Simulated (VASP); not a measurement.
Write the native input for VASP 6.6.1 that does the following.

```yaml
Task: single point
Functional: PBE
Potentials_or_basis: VASP PAW PBE potentials, release 64 (Li_sv, Si, S)
Cutoff: 520 eV
k_mesh: 8 × 8 × 8
Occupations: gaussian, width 0.1 eV
Spin: no spin polarisation
Dipole_correction: no
Further_INCAR_settings: ALGO = Normal; EDIFF = 1e-07; NBANDS = 36
```

The structure of Li3SiS6 lies in POSCAR:

```
Li3SiS6
1.0
    0.0000000000      4.6283111523      4.6283111523
    4.6283111523      0.0000000000      4.6283111523
    4.6283111523      4.6283111523      0.0000000000
Li Si S
3 1 6
Direct
    0.2500000000      0.2500000000      0.2500000000
    0.7500000000      0.7500000000      0.7500000000
    0.5000000000      0.5000000000      0.5000000000
    0.0000000000      0.0000000000      0.0000000000
    0.7618639031      0.2381360969      0.2381360969
    0.2381360969      0.7618639031      0.7618639031
    0.2381360969      0.7618639031      0.2381360969
    0.7618639031      0.2381360969      0.7618639031
    0.2381360969      0.2381360969      0.7618639031
    0.7618639031      0.7618639031      0.2381360969
```

The cell was generated, and may not be a known phase.

The input as run:

INCAR

```
SYSTEM = Li3SiS6
PREC     = Accurate       ! precision mode
ENCUT    = 520            ! plane-wave cutoff, eV
EDIFF    = 1E-7           ! SCF threshold, eV
ISMEAR   = 0              ! smearing method
SIGMA    = 0.1            ! smearing width, eV
LREAL    = .False.        ! projectors in reciprocal space
LASPH    = .True.         ! aspherical terms in the spheres
NELM     = 80             ! most SCF steps
ALGO     = Normal         ! electronic algorithm
ISIF     = 2              ! what is computed and relaxed
LWAVE    = .False.        ! write WAVECAR
LCHARG   = .True.         ! write CHGCAR
GGA      = PE             ! functional
LELF     = .True.         ! ELF
LVHAR    = .True.       
NBANDS   = 36             ! bands
```

KPOINTS

```
Automatic mesh
0
Gamma
  8 8 8
  0 0 0
```

Potentials or basis: VASP PAW PBE potentials, release 64 (Li_sv, Si, S).

Launch:

```sh
$ cat potpaw_PBE.64/Li_sv/POTCAR potpaw_PBE.64/Si/POTCAR potpaw_PBE.64/S/POTCAR > POTCAR
$ mpirun -np 1 vasp_std > vasp.out
```

Results of the run:

```yaml
Largest_force: 0.011 eV/Å
Band_gap_on_the_k_mesh: zero (an odd number of electrons rules out a gap without spin polarisation)
```

Run time: 2.5 min on 1 thread of Intel(R) Xeon(R) 6975P-C (Granite Rapids) (shared host), peak memory 0.43 GiB.
